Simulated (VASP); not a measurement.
# Ga2CN2 in VASP: single point with PBE

Aim: the single point of Ga2CN2 with PBE.

All numbers are computed with VASP 6.6.1; they aren't measurements. Logs are shortened: lines on timing, memory, paths and dates and some standing lists are left out, and cuts for length are marked.

### Step 1. The cell of the first run

The cell holds a slab with vacuum, 5 atoms: a = 3.217 Å, b = 3.217 Å, c = 19.100 Å, α = 90.00°, β = 90.00°, γ = 120.00°.

### Step 2. Single point, PBE, collinear spin

Contents of INCAR:

```
SYSTEM = Ga2CN2
PREC = Accurate
ENCUT = 520
EDIFF = 1E-6
ISMEAR = 0
SIGMA = 0.05
LREAL = .False.
LASPH = .True.
NELM = 150
ALGO = Normal
ISIF = 2
LWAVE = .False.
LCHARG = .False.
ISPIN = 2
MAGMOM = 0 0 0 0 2
LORBIT = 11
LDIPOL = .True.
IDIPOL = 3
DIPOL = 0.5 0.5 0.341
GGA = PE
NBANDS = 32
```

Contents of KPOINTS:

```
Automatic mesh
0
Gamma
  9 9 1
  0 0 0
```

Contents of POSCAR:

```
Ga2CN2
1.0
    3.2165072889      0.0000000000      0.0000000000
   -1.6082536444      2.7855770236      0.0000000000
    0.0000000000      0.0000000000     19.1000974262
N Ga C
2 2 1
Direct
    0.0000000000      0.0000000000      0.2094230155
    0.3333333333      0.6666666666      0.3979088303
    0.3333333333      0.6666666666      0.2437980654
    0.6666666667      0.3333333334      0.3952208477
    0.6666666667      0.8333333334      0.4579965480
```

Potentials or basis: VASP PAW PBE potentials, release 64 (N, Ga_d, C).

On the command line:

```sh
> cat potpaw_PBE.64/N/POTCAR potpaw_PBE.64/Ga_d/POTCAR potpaw_PBE.64/C/POTCAR > POTCAR
> mpirun -np 1 vasp_std > vasp.out
```

OUTCAR:

```text
SYSTEM = Ga2CN2
   PREC = Accurate
   ENCUT = 520
   EDIFF = 1E-6
   ISMEAR = 0
   LREAL = .False.
   LASPH = .True.
   NELM = 150
   ISIF = 2
   ISPIN = 2
   LORBIT = 11
   GGA = PE

 ion  position               nearest neighbor table
   1  0.000  0.000  0.209-   3 1.97   3 1.97   3 1.97
   2  0.333  0.667  0.398-   5 1.48   4 1.86   4 1.86   4 1.86
   3  0.333  0.667  0.244-   1 1.97   1 1.97   1 1.97
   4  0.667  0.333  0.395-   2 1.86   2 1.86   2 1.86   5 2.01   5 2.01
   5  0.667  0.833  0.458-   2 1.48   4 2.01   4 2.01

  LATTYP: Found a hexagonal cell.
 ALAT       =     3.2165072889
 C/A-ratio  =     5.9381483425

  Lattice vectors:

 A1 = (   3.2165072889,   0.0000000000,   0.0000000000)
 A2 = (  -1.6082536444,   2.7855770236,   0.0000000000)
 A3 = (   0.0000000000,   0.0000000000,  19.1000974262)

Analysis of symmetry for initial positions (statically):
=====================================================================
 Subroutine PRICEL returns:
 Original cell was already a primitive cell.

 Routine SETGRP: Setting up the symmetry group for a
 hexagonal supercell.

 Subroutine GETGRP returns: Found  2 space group operations
 (whereof  2 operations were pure point group operations)
 out of a pool of 24 trial point group operations.

The static configuration has the point symmetry C_1h.

Analysis of symmetry for dynamics (positions and initial velocities):
=====================================================================
 Subroutine PRICEL returns:
 Original cell was already a primitive cell.

 Routine SETGRP: Setting up the symmetry group for a
 hexagonal supercell.

 Subroutine GETGRP returns: Found  2 space group operations
 (whereof  2 operations were pure point group operations)
 out of a pool of 24 trial point group operations.

The dynamic configuration has the point symmetry C_1h.

Analysis of structural, dynamic, and magnetic symmetry:
=====================================================================
 Subroutine PRICEL returns:
 Original cell was already a primitive cell.

 Routine SETGRP: Setting up the symmetry group for a
 hexagonal supercell.

 Subroutine GETGRP returns: Found  2 space group operations
 (whereof  2 operations were pure point group operations)
 out of a pool of 24 trial point group operations.

The overall configuration has the point symmetry C_1h.

 Subroutine INISYM returns: Found  2 space group operations
 (whereof  2 operations are pure point group operations),
 and found     1 'primitive' translations

----------------------------------------------------------------------------------------

                                     Primitive cell

  volume of cell :     171.1336

  direct lattice vectors                    reciprocal lattice vectors
     3.216507289  0.000000000  0.000000000     0.310896233  0.179496024  0.000000000
    -1.608253644  2.785577024  0.000000000     0.000000000  0.358992048  0.000000000
     0.000000000  0.000000000 19.100097426     0.000000000  0.000000000  0.052355754

  length of vectors
     3.216507289  3.216507289 19.100097426     0.358992048  0.358992048  0.052355754

  position of ions in fractional coordinates (direct lattice)
     0.000000000  0.000000000  0.209423016
     0.333333333  0.666666667  0.397908830
     0.333333333  0.666666667  0.243798065
     0.666666667  0.333333333  0.395220848
     0.666666667  0.833333333  0.457996548

  ion indices of the primitive-cell ions
   primitive index   ion index
                 1           1
                 2           2
                 3           3
                 4           4
                 5           5

----------------------------------------------------------------------------------------

 KPOINTS: Automatic mesh

[... 27 lines left out ...]
  0.222222  0.000000  0.000000      2.000000
  0.000000  0.222222  0.000000      4.000000
  0.333333  0.000000  0.000000      2.000000
[... 16 lines left out ...]
 -0.222222 -0.444444  0.000000      4.000000
  0.444444  0.333333  0.000000      4.000000
   k-points           NKPTS =     25   k-points in BZ     NKDIM =     25   number of bands    NBANDS=     32
   number of dos      NEDOS =    301   number of ions     NIONS =      5
   total plane-waves  NPLWV =  82944
   dimension x,y,z NGX =    24 NGY =   24 NGZ =  144
   dimension x,y,z NGXF=    48 NGYF=   48 NGZF=  288
   ions per type =               2   2   1
   NGX,Y,Z   is equivalent  to a cutoff of  12.40, 12.40, 12.53 a.u.
   NGXF,Y,Z  is equivalent  to a cutoff of  24.81, 24.81, 25.07 a.u.
 SYSTEM =  Ga2CN2
   PREC   = accura    normal or accurate (medium, high low for compatibility)
   ISTART =      0    job   : 0-new  1-cont  2-samecut
   ICHARG =      2    charge: 1-file 2-atom 10-const
   ISPIN  =      2    spin polarized calculation?
   LNONCOLLINEAR =      F non collinear calculations
   LSORBIT =      F    spin-orbit coupling
   LASPH  =      T    aspherical Exc in radial PAW
   ENCUT  =  520.0 eV  38.22 Ry    6.18 a.u.   5.98  5.98 35.51*2*pi/ulx,y,z
   NELM   =    150;   NELMIN=  2; NELMDL= -5     # of ELM steps
   EDIFF  = 0.1E-05   stopping-criterion for ELM
   LREAL  =      F    real-space projection
   EDIFFG = 0.1E-04   stopping-criterion for IOM
   NSW    =      0    number of steps for IOM
   IBRION =     -1    ionic relax: 0-MD 1-quasi-New 2-CG
   NFREE  =      0    steps in history (QN), initial steepest desc. (CG)
   ISIF   =      2    stress and relaxation
   ISYM   =      2    0-nonsym 1-usesym 2-fastsym
   POTIM  = 0.5000    time-step for ionic-motion
   TEBEG  =    0.0;   TEEND  =   0.0 temperature during run
   PSTRESS=    0.0 pullay stress
   NELECT =      40.0000    total number of electrons
   NUPDOWN=      -1.0000    fix difference up-down
   EMIN   =  10.00;   EMAX   =-10.00  energy-range for DOS
   EFERMI =   0.00;   METHOD = LEGACY
   ISMEAR =     0;   SIGMA  =   0.05  broadening in eV -4-tet -1-fermi 0-gaus
   EFERMI_NEDOS =   21; number of points for ismear=-14 and -15
   IALGO  =     38    algorithm
   IMIX   =      4    mixing-type and parameters
     AMIX     =   0.40;   BMIX     =  1.00
     AMIX_MAG =   1.60;   BMIX_MAG =  1.00
  volume/ion in A,a.u.               =      34.23       230.97
  Fermi-wavevector in a.u.,A,eV,Ry     =   1.008439  1.905674 13.836440  1.016950
  Thomas-Fermi vector in A             =   2.141306
   LORBIT       =     11    0 simple, 1 ext, 2 COOP (PROOUT), +10 PAW based schemes
   GGA     = PE    functional components
   LHFCALC =     F    Hartree Fock is set to
   AEXX    =    0.0000 exact exchange contribution
   IVDW    =     0    specifies the selected vdW correction
   LEPSILON=     F    determine dielectric tensor
   LRPA    =     F    only Hartree local field effects (RPA)
 spin polarized calculation
 Gauss-broadening in eV      SIGMA  =   0.05
  energy-cutoff  :      520.00
  volume of cell :      171.13
 maximum number of plane-waves:      4668
   NGX = 11   NGY = 11   NGZ = 71

 dipolmoment           0.000000      0.000000      0.020652 electrons x Angstroem

 number of electron      39.9999978 magnetization      -0.0090112

 number of electron      39.9999978 magnetization       0.0249610

 dipolmoment           0.000000      0.000000     -0.009145 electrons x Angstroem

 Free energy of the ion-electron system (eV)
  ---------------------------------------------------
  ext. energy  EPLUGINS =         0.00000000
  ---------------------------------------------------
  free energy    TOTEN  =       -25.33749776 eV

  energy without entropy =      -25.33548941  energy(sigma->0) =      -25.33649358

 E-fermi :  -2.1546     XC(G=0):  -4.5244

 val. band max:       -2.1601138179   @ k =   0.2222   0.0000   0.0000
 cond. band min:      -1.9974352302   @ k =   0.0000   0.3333   0.0000
 fundamental gap:      0.1626785876
 Fermi energy:        -2.1545917181

 spin component 1

 k-point     1 :       0.0000    0.0000    0.0000
  band No.  band energies     occupation
      1     -22.8829      1.00000
      2     -18.6303      1.00000
      3     -18.5146      1.00000
      4     -18.1336      1.00000
      5     -17.9843      1.00000
      6     -17.7760      1.00000
[... 829 lines left out ...]
     31       8.4246      0.00000
     32       9.0660      0.00000

 [... further k-points ...]

 spin component 2

 k-point     1 :       0.0000    0.0000    0.0000
  band No.  band energies     occupation
      1     -22.8794      1.00000
      2     -18.6289      1.00000
      3     -18.5144      1.00000
      4     -18.1330      1.00000
      5     -17.9834      1.00000
      6     -17.7746      1.00000
[... 829 lines left out ...]
     31       8.4340      0.00000
     32       9.0806      0.00000

 [... further k-points ...]

------------------------ aborting loop because EDIFF is reached ----------------------------------------

 vacuum level on the upper side and lower side of the slab       (xc-potential included)        -0.087         0.093

  FORCE on cell =-STRESS in cart. coord.  units (eV):
  Direction    XX          YY          ZZ          XY          YZ          ZX
  --------------------------------------------------------------------------------------
  -------------------------------------------------------------------------------------
  Total        6.2750436      7.0703992     -1.4547089     -0.6887982     -1.0310290     -1.7857907
  in kB       58.7478576     66.1940913    -13.6191937     -6.4486276     -9.6526415    -16.7188286
  external PRESSURE =      37.1075851 kB  Pullay stress =       0.0000000 kB

 VOLUME and BASIS-vectors are now :
 -----------------------------------------------------------------------------
  energy-cutoff  :      520.00
  volume of cell :      171.13
      direct lattice vectors                 reciprocal lattice vectors
     3.216507289  0.000000000  0.000000000     0.310896233  0.179496024  0.000000000
    -1.608253644  2.785577024  0.000000000     0.000000000  0.358992048  0.000000000
     0.000000000  0.000000000 19.100097426     0.000000000  0.000000000  0.052355754

 POSITION                                       TOTAL-FORCE (eV/Angst)
 -----------------------------------------------------------------------------------
      0.00000      0.00000      4.00000        -0.038871     -0.022442      2.833847
      0.00000      1.85705      7.60010         0.954586      0.551131      0.107404
      0.00000      1.85705      4.65657         0.077485      0.044736     -2.943791
      1.60825      0.92853      7.54876         0.463844      0.267801     -0.093755
      0.80413      2.32131      8.74778        -1.457044     -0.841225      0.096296
 -----------------------------------------------------------------------------------
    total drift:                               -0.000205     -0.000114      0.000177

  FREE ENERGIE OF THE ION-ELECTRON SYSTEM (eV)
  ---------------------------------------------------
  free  energy   TOTEN  =       -25.3374977568 eV

  energy  without entropy=      -25.3354894123  energy(sigma->0) =      -25.33649358

 vacuum level on the upper side and lower side of the slab         3.976         4.160

 total charge

# of ion       s       p       d       tot
------------------------------------------
    1        1.283   2.308   0.000   3.590
    2        1.279   2.533   0.000   3.812
    3        0.844   0.749  10.087  11.680
    4        0.787   1.055  10.235  12.078
    5        0.976   1.305   0.000   2.281
--------------------------------------------------
tot          5.168   7.951  20.322  33.441

 magnetization (x)

# of ion       s       p       d       tot
------------------------------------------
    1        0.000   0.003   0.000   0.003
    2        0.000  -0.001   0.000  -0.001
    3       -0.000  -0.000   0.000  -0.000
    4        0.000   0.002   0.000   0.003
    5        0.001   0.009   0.000   0.010
--------------------------------------------------
tot          0.001   0.012   0.000   0.014
```

Run time: 47 min. Hardware: 1 thread of Intel Xeon 8259CL, shared host; peak memory 0.46 GiB.

What came out:

```yaml
Free_energy: -25.3375 eV
Largest_force: 2.945 eV/Å
Band_gap_on_the_k_mesh: zero (filled and empty bands overlap)
Net_moment: 0.02 μB per cell
Valence_electrons_inside_the_program's_atomic_spheres: N 3.59, 3.81; Ga 11.68, 12.08; C 2.28
```

Forces in eV/Å, atoms in the order of the input:
```
N   -0.039 -0.022  2.834
N    0.955  0.551  0.107
Ga   0.077  0.045 -2.944
Ga   0.464  0.268 -0.094
C   -1.457 -0.841  0.096
```

Levels at points of the mesh, in eV from the Fermi level:
Spin up:
| k point | band 18 | band 19 | band 20 | band 21 | band 22 | band 23 |
| --- | --- | --- | --- | --- | --- | --- |
| (0.00, 0.00, 0.00) | -0.82 | -0.60 | -0.60 | 0.63 | 0.81 | 2.89 |
Spin down:
| k point | band 17 | band 18 | band 19 | band 20 | band 21 | band 22 | band 23 | band 24 |
| --- | --- | --- | --- | --- | --- | --- | --- | --- |
| (0.00, 0.00, 0.00) | -3.45 | -0.78 | -0.60 | -0.59 | 0.64 | 0.82 | 2.90 | 5.07 |

The gap in the log of VASP goes by the Fermi energy; the results here count the filled bands.